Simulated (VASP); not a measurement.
Input of a VASP 6.6.1 run:

Contents of INCAR:

```
PREC = Accurate
ENCUT = 520
EDIFF = 1E-6
ISMEAR = -1
SIGMA = 0.05
LREAL = False
LASPH = True
NELM = 150
ALGO = Normal
ISIF = 2
LWAVE = False
LCHARG = False
ISPIN = 2
MAGMOM = 0.733 0.733 0.733 0.291
LORBIT = 11
NUPDOWN = 2.49
LMAXMIX = 4
NBANDS = 32
```

File KPOINTS:

```
regular mesh
0
Gamma
  9 9 9
```

POSCAR

```
Ni3Pt
1.0
    3.6245667900      0.0000000000      0.0000000000
    0.0000000000      3.6245667900      0.0000000000
    0.0000000000      0.0000000000      3.6245667900
Ni Pt
3 1
Direct
    0.5000000000      0.0000000000      0.5000000000
    0.0000000000      0.5000000000      0.5000000000
    0.5000000000      0.5000000000      0.0000000000
    0.0000000000      0.0000000000      0.0000000000
```

Potentials or basis: VASP PAW LDA potentials, release 64 (Ni, Pt).

Launch:

```sh
$ cat potpaw_LDA.64/Ni/POTCAR potpaw_LDA.64/Pt/POTCAR > POTCAR
$ mpirun -np 1 vasp_std > vasp.out
```

(1) Predict the pressure.

## Answers

(1) -11.2 GPa.

Caveat: the cell stands under tension; the total moment is fixed, so each spin has its own Fermi level and the state may be an excited one.
